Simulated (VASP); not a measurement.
A run of VASP 6.6.1 is set up as follows.

Contents of INCAR:

```
SYSTEM = CuO
  PREC = Accurate
  ENCUT = 520
  EDIFF = 1E-7
  ISMEAR = 0
  SIGMA = 0.05
  LREAL = .False.
  LASPH = .True.
  NELM = 150
  ALGO = Normal
  ISIF = 2
  LWAVE = .False.
  LCHARG = .True.
  ISPIN = 2
  MAGMOM = 1 1 0 0
  LORBIT = 11
  LMAXMIX = 4
  LDAU = .True.
  LDAUTYPE = 2
  LDAUL = 2 -1
  LDAUU = 8 0
  LDAUJ = 0 0
  LDAUPRINT = 1
  LELF = .True.
  LVHAR = .True.
  NBANDS = 29
```

Contents of KPOINTS:

```
Automatic mesh
0
Gamma
  7 7 4
  0 0 0
```

File POSCAR:

```
CuO
1.0
    2.3446497600     -1.7133998200      0.0000000000
    2.3446497600      1.7133998200      0.0000000000
   -0.8605499100      0.0000000000      5.0594394800
Cu O
2 2
Direct
    0.0032000000      0.4968000000      0.0000000000
    0.4968000000      0.0032000000      0.5000000000
    0.5714000000      0.4056000000      0.2537000000
    0.4056000000      0.5714000000      0.7537000000
```

Potentials or basis: VASP PAW LDA potentials, release 64 (Cu, O).

Run with:

```sh
$ cat potpaw_LDA.64/Cu/POTCAR potpaw_LDA.64/O/POTCAR > POTCAR
$ mpirun -np 1 vasp_std > vasp.out
```

(1) Estimate the pressure.

(2) Predict the band gap on the k mesh.

(3) Estimate the largest force.

Results:

(1) -13.8 GPa.

(2) 0.91 eV (least direct gap 0.94 eV).

(3) 0.674 eV/Å.

Caveat: the cell stands under tension; an odd mesh through Γ misses points on the zone boundary, where band edges can lie.
